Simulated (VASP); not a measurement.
# NiN2 (I4/mmm) in VASP: further runs, part 2 of 2

VASP 6.6.1.

**3. Single point, PBE**

This run uses another cell than the first one: it holds 3 atoms, not 6.

File INCAR:

```
SYSTEM = NiN2
PREC = Accurate
ENCUT = 520
EDIFF = 1E-6
ISMEAR = 0
SIGMA = 0.1
LREAL = .FALSE.
LASPH = .TRUE.
NELM = 60
ALGO = Normal
ISIF = 2
LWAVE = .FALSE.
LCHARG = .FALSE.
GGA = PE
NBANDS = 17
```

File KPOINTS:

```
Automatic mesh
0
G
  20 20 20
  0 0 0
```

File POSCAR:

```
NiN2
1.0
   -1.6828314121      1.6828314121      2.2318900046
    1.6828314121     -1.6828314121      2.2318900046
    1.6828314121      1.6828314121     -2.2318900046
Ni N
1 2
Direct
    0.0000000000      0.0000000000      0.0000000000
    0.7500000000      0.2500000000      0.5000000000
    0.2500000000      0.7500000000      0.5000000000
```

Potentials or basis: VASP PAW PBE potentials, release 64 (Ni, N).

On the command line:

```bash
> cat potpaw_PBE.64/Ni/POTCAR potpaw_PBE.64/N/POTCAR > POTCAR
> mpirun -np 1 vasp_std > vasp.out
```

OUTCAR:

```text
SYSTEM = NiN2
   PREC = Accurate
   ENCUT = 520
   EDIFF = 1E-6
   ISMEAR = 0
   LREAL = .FALSE.
   LASPH = .TRUE.
   NELM = 60
   ISIF = 2
   GGA = PE

 ion  position               nearest neighbor table
   1  0.000  0.000  0.000-   2 2.02   3 2.02   2 2.02   3 2.02   2 2.02   3 2.02   2 2.02   3 2.02

   2  0.750  0.250  0.500-   1 2.02   1 2.02   1 2.02   1 2.02
   3  0.250  0.750  0.500-   1 2.02   1 2.02   1 2.02   1 2.02

  LATTYP: Found a body centered tetragonal cell.
 ALAT       =     3.3656628242
 C/A-ratio  =     1.3262707058

  Lattice vectors:
[... 671 lines left out ...]

  FORCE on cell =-STRESS in cart. coord.  units (eV):
  Direction    XX          YY          ZZ          XY          YZ          ZX
  --------------------------------------------------------------------------------------
  -------------------------------------------------------------------------------------
  Total        0.0475716      0.0475716     -0.0205550      0.0000000      0.0000000     -0.0000000
  in kB        3.0147025      3.0147025     -1.3026060      0.0000000      0.0000000     -0.0000000
  external PRESSURE =       1.5755997 kB  Pullay stress =       0.0000000 kB

 VOLUME and BASIS-vectors are now :
 -----------------------------------------------------------------------------
  energy-cutoff  :      520.00
  volume of cell :       25.28
      direct lattice vectors                 reciprocal lattice vectors
    -1.682831412  1.682831412  2.231890005     0.000000000  0.297118295  0.224025377
     1.682831412 -1.682831412  2.231890005     0.297118295  0.000000000  0.224025377
     1.682831412  1.682831412 -2.231890005     0.297118295  0.297118295  0.000000000

 POSITION                                       TOTAL-FORCE (eV/Angst)
 -----------------------------------------------------------------------------------
      0.00000      0.00000      0.00000         0.000000     -0.000000      0.000000
      0.00000      1.68283      1.11595         0.000000      0.000000      0.000000
      1.68283      0.00000      1.11595        -0.000000     -0.000000     -0.000000
 -----------------------------------------------------------------------------------
    total drift:                                0.000000      0.000000      0.000000

  FREE ENERGIE OF THE ION-ELECTRON SYSTEM (eV)
  ---------------------------------------------------
  free  energy   TOTEN  =       -17.9448499099 eV

  energy  without entropy=      -17.9403053078  energy(sigma->0) =      -17.94257761
```

It took 2.6 min on 1 thread of Intel Xeon 6975P-C (Granite Rapids), shared host; peak memory 0.35 GiB.

What came out:

```yaml
Free_energy: -17.9448 eV
Pressure: 0.2 GPa
Band_gap_on_the_k_mesh: zero (bands 10 and 11 overlap by 1.58 eV)
```

Caveat: the run has no spin polarisation, though such a crystal can be magnetic. With open d or f shells a metallic result of PBE can be an artefact of self-interaction; +U or a hybrid may open a gap.

**4. Relaxation of cell and atoms, PBE**

This run uses another cell than the first one: it holds 3 atoms, not 6.

File INCAR:

```
PREC     = Accurate       # precision mode
ENCUT    = 600            # plane-wave cutoff, eV
EDIFF    = 1E-6           # SCF threshold, eV
ISMEAR   = 0              # smearing method
SIGMA    = 0.1            # smearing width, eV
LREAL    = F              # projectors in reciprocal space
LASPH    = T              # aspherical terms in the spheres
NELM     = 100            # most SCF steps
ALGO     = Normal         # electronic algorithm
ISIF     = 3              # what is computed and relaxed
LWAVE    = F              # write WAVECAR
LCHARG   = F              # write CHGCAR
GGA      = PE             # functional
IBRION   = 2              # ionic algorithm
NSW      = 100            # ionic steps
EDIFFG   = -0.01          # ionic threshold
```

File KPOINTS:

```
regular mesh
0
Gamma
  20 20 20
```

File POSCAR:

```
NiN2
1.0
   -1.6964934751      1.6964934751      2.1967112320
    1.6964934751     -1.6964934751      2.1967112320
    1.6964934751      1.6964934751     -2.1967112320
Ni N
1 2
Direct
    0.0000000000      0.0000000000      0.0000000000
    0.7500000000      0.2500000000      0.5000000000
    0.2500000000      0.7500000000      0.5000000000
```

On the command line:

```bash
> cat potpaw_PBE.64/Ni/POTCAR potpaw_PBE.64/N/POTCAR > POTCAR
> mpirun -np 1 vasp_std > vasp.out
```

Wall time 13 min (1 thread of Intel Xeon 6975P-C (Granite Rapids), shared host); peak memory 0.41 GiB.

The run converged. Its results:

| Property | Result |
| --- | --- |
| Free energy | -17.9477 eV |
| Energy gained by relaxing | 0.2 meV/atom |
| Ionic steps | 7 |
| Pressure after relaxing | -0.1 GPa |
| Band gap on the k mesh | zero (bands 10 and 11 overlap by 1.55 eV) |

The path:
```
step  energy change (eV)  largest force (eV/Å)  pressure (GPa)  volume (Å³)
   1              0.0000                0.0000           -0.14        25.29
   2             -0.0002                0.0000            0.06        25.26
   3             -0.0003                0.0000            0.86        25.20
   4             -0.0003                0.0000            0.60        25.22
   5             -0.0004                0.0000            0.49        25.22
   6             -0.0005                0.0000            0.30        25.25
   7             -0.0006                0.0000           -0.13        25.29
```

Final structure:
```
Ni N
1.0
    -1.68782    1.68782    2.21944
     1.68782   -1.68782    2.21944
     1.68782    1.68782   -2.21944
Ni N
1 2
Direct
  0.00000 0.00000 0.00000
  0.75000 0.25000 0.50000
  0.25000 0.75000 0.50000
```

Levels at points of the mesh, in eV from the Fermi level:
```
           k point  band 8  band 9  band 10  band 11  band 12  band 13
(0.00, 0.00, 0.00)   -0.12   -0.12     0.93     1.46     1.57     1.57
(0.50, 0.00, 0.00)   -2.51   -2.51    -1.95    -0.57     1.53     1.57
(0.50, 0.50, 0.00)   -2.41   -2.11    -1.11     1.82     2.47     3.18
(0.50, 0.50, 0.50)   -2.42   -1.92    -1.09     2.67     2.67     2.75
```

Caveat: the run has no spin polarisation, though such a crystal can be magnetic. With open d or f shells a metallic result of PBE can be an artefact of self-interaction; +U or a hybrid may open a gap.

**5. Overview**

| task | cell | k mesh | cutoff (eV) | gap on the mesh (eV) | pressure (GPa) |
| --- | --- | --- | --- | --- | --- |
| single point | a = 3.393, b = 3.393, c = 4.393 Å, 6 atoms, atomic positions A | 6 × 6 × 4 | 520 | none | 0.2 |
| single point | a = 3.263 Å, angles 117.9, 117.9, 93.7°, 3 atoms, atomic positions B | 20 × 20 × 20 | 520 | none | 0.2 |
| relaxation of cell and atoms | relaxed from a = 3.253 Å, angles 117.1, 117.1, 95.0°, 3 atoms, atomic positions B | 20 × 20 × 20 | 600 | none | -0.1 |

Alike in all rows: level PBE; potentials or basis VASP PAW PBE potentials, release 64 (Ni, N); no spin polarisation; smearing gaussian 0.1 eV.

Caveats: the run has no spin polarisation, though such a crystal can be magnetic.

Total energies depend on the potentials used, so only differences within one code and one set of settings carry meaning.
